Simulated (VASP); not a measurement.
Wanted: the native input for a VASP 6.6.1 run.

* Task: single point
* Functional: PBEsol
* Potentials or basis: VASP PAW PBE potentials, release 64 (Ga_d, N)
* Cutoff: 600 eV
* k mesh: 6 × 6 × 4
* Occupations: gaussian, width 0.02 eV
* Spin: no spin polarisation
* Dipole correction: no
* Further INCAR settings: ALGO = Normal; EDIFF = 1e-06; NBANDS = 26

The structure of GaN (k3) lies in POSCAR:

```
GaN
1.0
    3.3072743971      0.0000000000      0.0000000000
   -1.6536371986      2.8641836452      0.0000000000
    0.0000000000      0.0000000000      4.7193691245
Ga N
2 2
Direct
    0.3333333333      0.6666666667      0.0000000000
    0.6666666667      0.3333333333      0.5000000000
    0.3333333333      0.6666666667      0.5000000000
    0.6666666667      0.3333333333      1.0000000000
```

These files were run (other wordings do the same):

INCAR

```
PREC = Accurate
ENCUT = 600
EDIFF = 1E-6
ISMEAR = 0
SIGMA = 0.02
LREAL = F
LASPH = T
NELM = 120
ALGO = Normal
ISIF = 2
LWAVE = F
LCHARG = F
GGA = PS
NBANDS = 26
GGA_COMPAT = F
```

KPOINTS

```
Automatic mesh
0
Gamma
  6 6 4
```

Potentials or basis: VASP PAW PBE potentials, release 64 (Ga_d, N).

Run with:

```sh
$ cat potpaw_PBE.64/Ga_d/POTCAR potpaw_PBE.64/N/POTCAR > POTCAR
$ mpirun -np 1 vasp_std > vasp.out
```

Results of the run:

- Pressure: -0.3 GPa
- Band gap on the k mesh: 1.43 eV, direct

Caveat: the PAW data sets were made with another functional, which shifts forces and pressure a little.

Run time: 71 s on 1 thread of Intel Xeon 8259CL (shared host), peak memory 0.18 GiB.
